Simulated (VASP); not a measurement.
GaN:

```
Ga N
1.0
     0.00000    2.28316    2.28316
     2.28316    0.00000    2.28316
     2.28316    2.28316    0.00000
Ga N
1 1
Direct
  0.00000 0.00000 0.00000
  0.25000 0.25000 0.25000
```

Base run:

```yaml
Program: VASP 6.6.1
Functional: r2SCAN
Dispersion: D4
Potentials_or_basis: VASP PAW PBE potentials, release 64 (Ga_d, N)
Cutoff: 520 eV
k_mesh: 10 × 10 × 10
Occupations: fermi-dirac, width 0.05 eV
Spin: no spin polarisation
```

Its results: band gap on the k mesh 1.86 eV; pressure -8.8 GPa.

**Question.** The run is repeated on the same cell with these changes: dispersion from D4 to rVV10; further incar settings from ALGO = Normal; EDIFF = 1e-06; NBANDS = 16 to ALGO = Normal; EDIFF = 1e-07; NBANDS = 16. What comes out?

**Answer.** Band gap on the k mesh 1.82 eV; pressure -8.3 GPa.

Caveats: the cell stands under tension; the PAW data sets were made with another functional, which shifts forces and pressure a little.

